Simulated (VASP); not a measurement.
Sr, 2 atoms in the cell. It takes space group P2_1/m (No. 11, monoclinic). Conventional cell: a = 4.310 Å, b = 7.050 Å, c = 4.310 Å, α = 90.00°, β = 120.00°, γ = 90.00°. Sr (site symmetry m) has 12 Sr at 4.29 to 4.34 Å within 5.6 Å. 

- Program: VASP 6.6.1
- Task: single point
- Functional: LDA
- Potentials or basis: VASP PAW LDA potentials, release 64 (Sr_sv)
- Cutoff: 520 eV
- k mesh: 7 × 7 × 4
- Occupations: fermi-dirac, width 0.15 eV
- Spin: no spin polarisation
- Dipole correction: no
- Further INCAR settings: ALGO = Normal; EDIFF = 1e-06; NBANDS = 17

Potentials or basis: VASP PAW LDA potentials, release 64 (Sr_sv).

Run with:

```sh
$ cat potpaw_LDA.64/Sr_sv/POTCAR > POTCAR
$ mpirun -np 1 vasp_std > vasp.out
```

Hardware: 1 thread of Oxide Virtual Turin-like Processor, on a shared host.

**Question.** How long does it take, and how much memory?

**Answer.** Run time: 2.5 min on 1 thread of Oxide Virtual Turin-like Processor, on a shared host, peak memory 0.23 GiB. Counts: scf iterations 11, k points 75.
